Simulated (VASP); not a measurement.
GaN, 2 atoms in the cell. Symmetry: F-43m, No. 216, cubic system. The conventional cell has a = 4.498 Å, b = 4.498 Å, c = 4.498 Å, α = 90.00°, β = 90.00°, γ = 90.00°. Within 2.6 Å of Ga (site symmetry -43m) lie 4 N at 1.95 Å. Within 2.6 Å of N (site symmetry -43m) lie 4 Ga at 1.95 Å. 

```yaml
Program: VASP 6.6.1
Task: single point
Functional: PBE0
Potentials_or_basis: VASP PAW PBE potentials, release 64 (Ga_d, N)
Cutoff: 520 eV
k_mesh: 6 × 6 × 6
Occupations: gaussian, width 0.01 eV
Spin: no spin polarisation
Dipole_correction: no
Grid_for_exact_exchange_PRECFOCK: Normal
Further_INCAR_settings: ALGO = Normal; EDIFF = 1e-06; NBANDS = 16
Share_of_exact_exchange: 0.25
```

Potentials or basis: VASP PAW PBE potentials, release 64 (Ga_d, N).

The run is started by

```sh
$ cat potpaw_PBE.64/Ga_d/POTCAR potpaw_PBE.64/N/POTCAR > POTCAR
$ cp INCAR.step1 INCAR
$ mpirun -np 1 vasp_std > vasp.out
$ cp INCAR.step2 INCAR
$ mpirun -np 1 vasp_std > vasp.out
```

Hardware: 1 thread of Oxide Virtual Turin-like Processor (shared host).

**Question.** How long does it take, and how much memory?

**Answer.** Wall time 29 min on 1 thread of Oxide Virtual Turin-like Processor, on a shared host, peak memory 0.12 GiB. Counts: k points 16.
